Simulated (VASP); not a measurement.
# GaP (F-43m) in VASP: notebook

GaP is run at these levels: LDA; tasks: single point.

Everything below comes from runs of VASP 6.6.1. Logs are shortened: lines on timing, memory, paths and dates and some standing lists are left out, and cuts for length are marked.

## 1. The cell of the first run

Symmetry: F-43m, No. 216, cubic system. Conventional cell: a = 5.487 Å, b = 5.487 Å, c = 5.487 Å, α = 90.00°, β = 90.00°, γ = 90.00°. Ga (site symmetry -43m) has 4 P at 2.38 Å within 3.1 Å. P (site symmetry -43m) has 4 Ga at 2.38 Å within 3.1 Å.

## 2. Single point, LDA (volume scaled by 1.02)

The input, INCAR:

```
SYSTEM = GaP
PREC = Accurate
ENCUT = 520
EDIFF = 1E-6
ISMEAR = -1
SIGMA = 0.05
LREAL = .FALSE.
LASPH = .TRUE.
NELM = 60
ALGO = Normal
ISIF = 2
LWAVE = .FALSE.
LCHARG = .FALSE.
GGA = CA
NBANDS = 16
```

The input, KPOINTS:

```
regular mesh
0
G
  8 8 8
  0 0 0
```

The input, POSCAR:

```
GaP
1.0
    0.0000000000      2.7432985392      2.7432985392
    2.7432985392      0.0000000000      2.7432985392
    2.7432985392      2.7432985392      0.0000000000
Ga P
1 1
Direct
    0.0000000000      0.0000000000      0.0000000000
    0.7500000000      0.7500000000      0.7500000000
```

Potentials or basis: VASP PAW LDA potentials, release 64 (Ga_d, P).

On the command line:

```sh
$ cat potpaw_LDA.64/Ga_d/POTCAR potpaw_LDA.64/P/POTCAR > POTCAR
$ mpirun -np 1 vasp_std > vasp.out
```

OUTCAR:

```text
SYSTEM = GaP
   PREC = Accurate
   ENCUT = 520
   EDIFF = 1E-6
   ISMEAR = -1
   LREAL = .FALSE.
   LASPH = .TRUE.
   NELM = 60
   ISIF = 2
   GGA = CA

 ion  position               nearest neighbor table
   1  0.000  0.000  0.000-   2 2.38   2 2.38   2 2.38   2 2.38
   2  0.750  0.750  0.750-   1 2.38   1 2.38   1 2.38   1 2.38

  LATTYP: Found a face centered cubic cell.
 ALAT       =     5.4865970784

  Lattice vectors:

 A1 = (   0.0000000000,   2.7432985392,   2.7432985392)
 A2 = (   2.7432985392,   0.0000000000,   2.7432985392)
 A3 = (   2.7432985392,   2.7432985392,   0.0000000000)

Analysis of symmetry for initial positions (statically):
[... 5 lines left out ...]
 face centered cubic supercell.

 Subroutine GETGRP returns: Found 24 space group operations
 (whereof 24 operations were pure point group operations)
 out of a pool of 48 trial point group operations.

The static configuration has the point symmetry T_d .

Analysis of symmetry for dynamics (positions and initial velocities):
[... 5 lines left out ...]
 face centered cubic supercell.

 Subroutine GETGRP returns: Found 24 space group operations
 (whereof 24 operations were pure point group operations)
 out of a pool of 48 trial point group operations.

The dynamic configuration has the point symmetry T_d .

 Subroutine INISYM returns: Found 24 space group operations
 (whereof 24 operations are pure point group operations),
 and found     1 'primitive' translations

----------------------------------------------------------------------------------------

                                     Primitive cell

  volume of cell :      41.2904

  direct lattice vectors                    reciprocal lattice vectors
     0.000000000  2.743298539  2.743298539    -0.182262336  0.182262336  0.182262336
     2.743298539  0.000000000  2.743298539     0.182262336 -0.182262336  0.182262336
     2.743298539  2.743298539  0.000000000     0.182262336  0.182262336 -0.182262336

  length of vectors
     3.879610000  3.879610000  3.879610000     0.315687626  0.315687626  0.315687626

  position of ions in fractional coordinates (direct lattice)
     0.000000000  0.000000000  0.000000000
     0.750000000  0.750000000  0.750000000

  ion indices of the primitive-cell ions
   primitive index   ion index
                 1           1
                 2           2

----------------------------------------------------------------------------------------

 KPOINTS: regular mesh

Automatic generation of k-mesh.
 Grid dimensions read from file:
 generate k-points for:    8    8    8

 Generating k-lattice:

  Cartesian coordinates                     Fractional coordinates (reciprocal lattice)
    -0.022782792  0.022782792  0.022782792     0.125000000  0.000000000  0.000000000
     0.022782792 -0.022782792  0.022782792     0.000000000  0.125000000  0.000000000
     0.022782792  0.022782792 -0.022782792     0.000000000  0.000000000  0.125000000

  Length of vectors
     0.039460953  0.039460953  0.039460953

  Shift w.r.t. Gamma in fractional coordinates (k-lattice)
     0.000000000  0.000000000  0.000000000

 Subroutine IBZKPT returns following result:
 ===========================================

 Found     29 irreducible k-points:

 Following reciprocal coordinates:
            Coordinates               Weight
  0.000000  0.000000  0.000000      1.000000
  0.125000  0.000000  0.000000      8.000000
  0.250000  0.000000  0.000000      8.000000
  0.375000  0.000000  0.000000      8.000000
  0.500000  0.000000  0.000000      4.000000
  0.125000  0.125000  0.000000      6.000000
[... 16 lines left out ...]
  0.500000  0.250000  0.125000     48.000000
 -0.375000  0.250000  0.125000     24.000000
 [... further k-points ...]
   k-points           NKPTS =     29   k-points in BZ     NKDIM =     29   number of bands    NBANDS=     16
   number of dos      NEDOS =    301   number of ions     NIONS =      2
   total plane-waves  NPLWV =  27000
   dimension x,y,z NGX =    30 NGY =   30 NGZ =   30
   dimension x,y,z NGXF=    60 NGYF=   60 NGZF=   60
   ions per type =               1   1
   NGX,Y,Z   is equivalent  to a cutoff of  12.86, 12.86, 12.86 a.u.
   NGXF,Y,Z  is equivalent  to a cutoff of  25.71, 25.71, 25.71 a.u.
 SYSTEM =  GaP
   PREC   = accura    normal or accurate (medium, high low for compatibility)
   ISTART =      0    job   : 0-new  1-cont  2-samecut
   ICHARG =      2    charge: 1-file 2-atom 10-const
   ISPIN  =      1    spin polarized calculation?
   LNONCOLLINEAR =      F non collinear calculations
   LSORBIT =      F    spin-orbit coupling
   LASPH  =      T    aspherical Exc in radial PAW
   ENCUT  =  520.0 eV  38.22 Ry    6.18 a.u.   7.21  7.21  7.21*2*pi/ulx,y,z
   NELM   =     60;   NELMIN=  2; NELMDL= -5     # of ELM steps
   EDIFF  = 0.1E-05   stopping-criterion for ELM
   LREAL  =      F    real-space projection
   EDIFFG = 0.1E-04   stopping-criterion for IOM
   NSW    =      0    number of steps for IOM
   IBRION =     -1    ionic relax: 0-MD 1-quasi-New 2-CG
   NFREE  =      0    steps in history (QN), initial steepest desc. (CG)
   ISIF   =      2    stress and relaxation
   ISYM   =      2    0-nonsym 1-usesym 2-fastsym
   POTIM  = 0.5000    time-step for ionic-motion
   TEBEG  =    0.0;   TEEND  =   0.0 temperature during run
   PSTRESS=    0.0 pullay stress
   NELECT =      18.0000    total number of electrons
   NUPDOWN=      -1.0000    fix difference up-down
   EMIN   =  10.00;   EMAX   =-10.00  energy-range for DOS
   EFERMI =   0.00;   METHOD = LEGACY
   ISMEAR =    -1;   SIGMA  =   0.05  broadening in eV -4-tet -1-fermi 0-gaus
   EFERMI_NEDOS =   21; number of points for ismear=-14 and -15
   IALGO  =     38    algorithm
   IMIX   =      4    mixing-type and parameters
     AMIX     =   0.40;   BMIX     =  1.00
     AMIX_MAG =   1.60;   BMIX_MAG =  1.00
  volume/ion in A,a.u.               =      20.65       139.32
  Fermi-wavevector in a.u.,A,eV,Ry     =   1.241317  2.345748 20.964770  1.540867
  Thomas-Fermi vector in A             =   2.375720
   LORBIT       =      0    0 simple, 1 ext, 2 COOP (PROOUT), +10 PAW based schemes
   GGA     = CA    functional components
   LHFCALC =     F    Hartree Fock is set to
   AEXX    =    0.0000 exact exchange contribution
   IVDW    =     0    specifies the selected vdW correction
   LEPSILON=     F    determine dielectric tensor
   LRPA    =     F    only Hartree local field effects (RPA)
 non-spin polarized calculation
  energy-cutoff  :      520.00
  volume of cell :       41.29
 maximum number of plane-waves:      1139
 NGX is ok and might be reduce to    30
   NGX = 15   NGY = 15   NGZ = 15

 number of electron      17.9999997 magnetization

 Free energy of the ion-electron system (eV)
  ---------------------------------------------------
  ext. energy  EPLUGINS =         0.00000000
  ---------------------------------------------------
  free energy    TOTEN  =       -10.42317494 eV

  energy without entropy =      -10.42317493  energy(sigma->0) =      -10.42317494

 E-fermi :   5.0092     XC(G=0): -10.0763

 val. band max:        4.3032443718   @ k =   0.0000   0.0000   0.0000
 cond. band min:       5.7574277092   @ k =   0.5000   0.0000   0.0000
 fundamental gap:      1.4541833374
 Fermi energy:         5.0091798366

 k-point     1 :       0.0000    0.0000    0.0000
  band No.  band energies     occupation
      1     -10.3688      2.00000
      2     -10.3688      2.00000
      3     -10.3688      2.00000
      4     -10.2765      2.00000
      5     -10.2765      2.00000
      6      -8.0592      2.00000
[... 8 lines left out ...]
     15      14.0718      0.00000
     16      14.0718      0.00000

 k-point     2 :       0.1250    0.0000    0.0000
  band No.  band energies     occupation
      1     -10.3800      2.00000
      2     -10.3645      2.00000
      3     -10.3645      2.00000
      4     -10.2765      2.00000
      5     -10.2765      2.00000
      6      -7.8622      2.00000
[... 8 lines left out ...]
     15      13.4185      0.00000
     16      13.6199      0.00000

 k-point     3 :       0.2500    0.0000    0.0000
  band No.  band energies     occupation
      1     -10.4054      2.00000
      2     -10.3552      2.00000
      3     -10.3552      2.00000
      4     -10.2754      2.00000
      5     -10.2754      2.00000
      6      -7.3020      2.00000
[... 8 lines left out ...]
     15      13.2161      0.00000
     16      13.9143      0.00000

 k-point     4 :       0.3750    0.0000    0.0000
  band No.  band energies     occupation
      1     -10.4290      2.00000
      2     -10.3481      2.00000
      3     -10.3481      2.00000
      4     -10.2719      2.00000
      5     -10.2719      2.00000
      6      -6.5188      2.00000
[... 8 lines left out ...]
     15      14.3840      0.00000
     16      14.3840      0.00000

 k-point     5 :       0.5000    0.0000    0.0000
  band No.  band energies     occupation
      1     -10.4383      2.00000
      2     -10.3459      2.00000
      3     -10.3459      2.00000
      4     -10.2697      2.00000
      5     -10.2697      2.00000
      6      -6.0387      2.00000
[... 8 lines left out ...]
     15      15.8997      0.00000
     16      15.8997      0.00000

 k-point     6 :       0.1250    0.1250    0.0000
  band No.  band energies     occupation
      1     -10.3879      2.00000
      2     -10.3604      2.00000
      3     -10.3604      2.00000
      4     -10.2803      2.00000
      5     -10.2736      2.00000
      6      -7.7966      2.00000
[... 8 lines left out ...]
     15      13.9848      0.00000
     16      14.3152      0.00000
[... 267 lines left out ...]
 k-point    21 :       0.5000    0.5000    0.0000
  band No.  band energies     occupation
      1     -10.4727      2.00000
      2     -10.3091      2.00000
      3     -10.3088      2.00000
      4     -10.3088      2.00000
      5     -10.2564      2.00000
      6      -5.1468      2.00000
[... 8 lines left out ...]
     15      16.6940      0.00000
     16      17.1396      0.00000

 k-point    22 :       0.3750    0.2500    0.1250
  band No.  band energies     occupation
      1     -10.4262      2.00000
      2     -10.3443      2.00000
      3     -10.3406      2.00000
      4     -10.2864      2.00000
      5     -10.2681      2.00000
      6      -6.8235      2.00000
[... 8 lines left out ...]
     15      15.2757      0.00000
     16      16.3684      0.00000

 k-point    23 :       0.5000    0.2500    0.1250
  band No.  band energies     occupation
      1     -10.4395      2.00000
      2     -10.3410      2.00000
      3     -10.3321      2.00000
      4     -10.2845      2.00000
      5     -10.2682      2.00000
      6      -6.0843      2.00000
[... 8 lines left out ...]
     15      15.5774      0.00000
     16      16.9368      0.00000

 k-point    24 :      -0.3750    0.2500    0.1250
  band No.  band energies     occupation
      1     -10.4444      2.00000
      2     -10.3406      2.00000
      3     -10.3291      2.00000
      4     -10.2812      2.00000
      5     -10.2698      2.00000
      6      -5.6380      2.00000
[... 8 lines left out ...]
     15      16.1098      0.00000
     16      16.5822      0.00000

 [... further k-points ...]
[... 5 lines left out ...]
  --------------------------------------------------------------------------------------
  -------------------------------------------------------------------------------------
  Total       -1.0690433     -1.0690433     -1.0690433      0.0000000      0.0000000      0.0000000
  in kB      -41.4817096    -41.4817096    -41.4817096      0.0000000      0.0000000      0.0000000
  external PRESSURE =     -41.4817096 kB  Pullay stress =       0.0000000 kB

 VOLUME and BASIS-vectors are now :
 -----------------------------------------------------------------------------
  energy-cutoff  :      520.00
  volume of cell :       41.29
      direct lattice vectors                 reciprocal lattice vectors
     0.000000000  2.743298539  2.743298539    -0.182262336  0.182262336  0.182262336
     2.743298539  0.000000000  2.743298539     0.182262336 -0.182262336  0.182262336
     2.743298539  2.743298539  0.000000000     0.182262336  0.182262336 -0.182262336

 POSITION                                       TOTAL-FORCE (eV/Angst)
 -----------------------------------------------------------------------------------
      0.00000      0.00000      0.00000         0.000000     -0.000000     -0.000000
      4.11495      4.11495      4.11495        -0.000000      0.000000      0.000000
 -----------------------------------------------------------------------------------
    total drift:                               -0.000000     -0.000000     -0.000000

  FREE ENERGIE OF THE ION-ELECTRON SYSTEM (eV)
  ---------------------------------------------------
  free  energy   TOTEN  =       -10.4231749448 eV

  energy  without entropy=      -10.4231749298  energy(sigma->0) =      -10.42317494
```

Run time: 17 s. Hardware: 1 thread of AMD EPYC 9R45 (Zen 5), shared host; peak memory 0.12 GiB.

Results:

```yaml
Free_energy: -10.4232 eV
Pressure: -4.1 GPa
Band_gap_on_the_k_mesh: 1.45 eV, indirect (least direct gap 1.47 eV)
```

## 3. Single point, LDA (volume scaled by 1.06)

The input, INCAR:

```
ALGO = Normal
EDIFF = 1E-7
ENCUT = 520
ISIF = 2
ISMEAR = -1
LASPH = T
LCHARG = T
LELF = T
LREAL = F
LVHAR = T
LWAVE = F
NBANDS = 16
NELM = 60
PREC = Accurate
SIGMA = 0.05
```

The input, KPOINTS:

```
k-points
0
Gamma
  8 8 8
```

The input, POSCAR:

```
GaP
1.0
    0.0000000000      2.7786998443      2.7786998443
    2.7786998443      0.0000000000      2.7786998443
    2.7786998443      2.7786998443      0.0000000000
Ga P
1 1
Direct
    0.0000000000      0.0000000000      0.0000000000
    0.7500000000      0.7500000000      0.7500000000
```

Potentials or basis: VASP PAW LDA potentials, release 64 (Ga_d, P).

On the command line:

```sh
$ cat potpaw_LDA.64/Ga_d/POTCAR potpaw_LDA.64/P/POTCAR > POTCAR
$ mpirun -np 1 vasp_std > vasp.out
```

OUTCAR:

```text
EDIFF = 1E-7
   ENCUT = 520
   ISIF = 2
   ISMEAR = -1
   LASPH = T
   LREAL = F
   NELM = 60
   PREC = Accurate

 ion  position               nearest neighbor table
   1  0.000  0.000  0.000-   2 2.41   2 2.41   2 2.41   2 2.41
   2  0.750  0.750  0.750-   1 2.41   1 2.41   1 2.41   1 2.41

  LATTYP: Found a face centered cubic cell.
 ALAT       =     5.5573996886

  Lattice vectors:

 A1 = (   0.0000000000,   2.7786998443,   2.7786998443)
 A2 = (   2.7786998443,   0.0000000000,   2.7786998443)
 A3 = (   2.7786998443,   2.7786998443,   0.0000000000)
[... 623 lines left out ...]
      3     -10.6575      2.00000
      4     -10.6145      2.00000
      5     -10.6046      2.00000
      6      -5.8832      2.00000
[... 8 lines left out ...]
     15      15.5823      0.00000
     16      15.9887      0.00000

 [... further k-points ...]
[... 5 lines left out ...]
  --------------------------------------------------------------------------------------
  -------------------------------------------------------------------------------------
  Total       -1.7662849     -1.7662849     -1.7662849      0.0000000      0.0000000     -0.0000000
  in kB      -65.9502463    -65.9502463    -65.9502463      0.0000000      0.0000000     -0.0000000
  external PRESSURE =     -65.9502463 kB  Pullay stress =       0.0000000 kB

 VOLUME and BASIS-vectors are now :
 -----------------------------------------------------------------------------
  energy-cutoff  :      520.00
  volume of cell :       42.91
      direct lattice vectors                 reciprocal lattice vectors
     0.000000000  2.778699844  2.778699844    -0.179940270  0.179940270  0.179940270
     2.778699844  0.000000000  2.778699844     0.179940270 -0.179940270  0.179940270
     2.778699844  2.778699844  0.000000000     0.179940270  0.179940270 -0.179940270

 POSITION                                       TOTAL-FORCE (eV/Angst)
 -----------------------------------------------------------------------------------
      0.00000      0.00000      0.00000         0.000000      0.000000      0.000000
      4.16805      4.16805      4.16805        -0.000000     -0.000000     -0.000000
 -----------------------------------------------------------------------------------
    total drift:                                0.000000      0.000000      0.000000

  FREE ENERGIE OF THE ION-ELECTRON SYSTEM (eV)
  ---------------------------------------------------
  free  energy   TOTEN  =       -10.3686657937 eV

  energy  without entropy=      -10.3686657053  energy(sigma->0) =      -10.36866575
```

stdout:

```text
POSCAR found type information on POSCAR GaP
 POSCAR found :  2 types and       2 ions
 scaLAPACK will be used
 LDA part: xc-table for (Slater(with rela. corr.)+CA(PZ))
 , standard interpolation
 POSCAR, INCAR and KPOINTS ok, starting setup
 FFT: planning ... GRIDC
 FFT: planning ... GRID_SOFT
 FFT: planning ... GRID
 WAVECAR not read
 entering main loop
```

Run time: 19 s. Hardware: 1 thread of AMD EPYC 9R45 (Zen 5), shared host; peak memory 0.12 GiB.

What came out:

- Free energy: -10.3687 eV
- Pressure: -6.6 GPa
- Band gap on the k mesh: 1.16 eV, direct

 A k mesh can miss the band edges.
